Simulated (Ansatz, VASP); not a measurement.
Two plane-wave programs on CrCu3Ni

```xyz
5
Lattice="3.8411 0.0000 0.0000 0.0000 3.8411 0.0000 0.0000 0.0000 3.8411" Properties=species:S:1:pos:R:3 pbc="T T T"
Cr    0.0000    0.0000    0.0000
Cu    0.0000    1.9206    1.9206
Cu    1.9206    0.0000    1.9206
Cu    1.9206    1.9206    0.0000
Ni    1.9206    1.9206    1.9206
```

Alike in both runs: task relaxation of cell and atoms; functional PBE; k mesh 4 × 4 × 4; occupations gaussian, width 0.1 eV; collinear spin.

```csv
,VASP,Ansatz
version,VASP 6.6.1,Ansatz 0.2.0
potentials or method,"VASP PAW PBE potentials, release 64 (Cr_pv, Cu, Ni), cutoff 600 eV","scalar-relativistic, plane waves, PAW"
valence electrons in the cell,55,89
```

Ansatz gave:

```
gap on the k mesh at the Fermi level, each at its own relaxed structure (eV)  : none
net moment per atom (μB)                                                      : 0.97
size of the moment on the site where the two differ most (μB)                 : 4.02
relaxed volume (Å³/atom)                                                      : 16.56
relaxed length of the cell vector where the two differ most in proportion (Å) : 4.358
```

Problem. Estimate VASP's values.

Solution. gap on the k mesh at the Fermi level, each at its own relaxed structure (eV): none; net moment per atom (μB): 0.97; size of the moment on the site where the two differ most (μB): 3.90; relaxed volume (Å³/atom): 16.58; relaxed length of the cell vector where the two differ most in proportion (Å): 4.360.

Site moments also hang on the region over which each program counts them. A gap of «none» marks a metal or a gap that the smearing closes. VASP's potentials hold 55 valence electrons a cell and Ansatz's 89, so a difference there can come from the potentials and not from the codes.

The k mesh is coarse, so the values compare programs but aren't converged. Noted on VASP's run: the volume moved by over 15 % at a fixed basis, so the end points are rough.
